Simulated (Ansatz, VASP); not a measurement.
**C: VASP beside Ansatz**

```
CELL_PARAMETERS angstrom
0.00000 2.09825 3.30275
1.21140 0.00000 3.30275
1.21140 2.09825 0.00000
ATOMIC_POSITIONS crystal
C 0.16667 0.83333 0.16667
C 0.83333 0.16667 0.83333
```

Change from the starting cell: volume scaled by 0.96, crystal datasets.

Alike in both runs: task electric field gradients; functional PBEsol; k mesh 18 × 18 × 18; occupations fermi-dirac, width 0.05 eV; no spin polarisation.

```csv
,VASP,Ansatz
version,VASP 6.6.1,Ansatz 0.2.0
potentials or method,"VASP PAW PBE potentials, release 64 (C), cutoff 520 eV","all-electron PAW with datasets made for the crystal, scalar-relativistic"
```

```tsv
	VASP	Ansatz	Ansatz less VASP
pressure (GPa)	14.8	14.0	-0.79
traceless stress, the component that is largest in VASP (GPa)	-12.59	-11.71	+0.881
size of Vzz on the site where it differs most (V/Å²)	34.1	28.5	-5.59
```

VASP's potentials were made for PBE, not for PBEsol. Ansatz ran all-electron here, and VASP with PAW potentials.
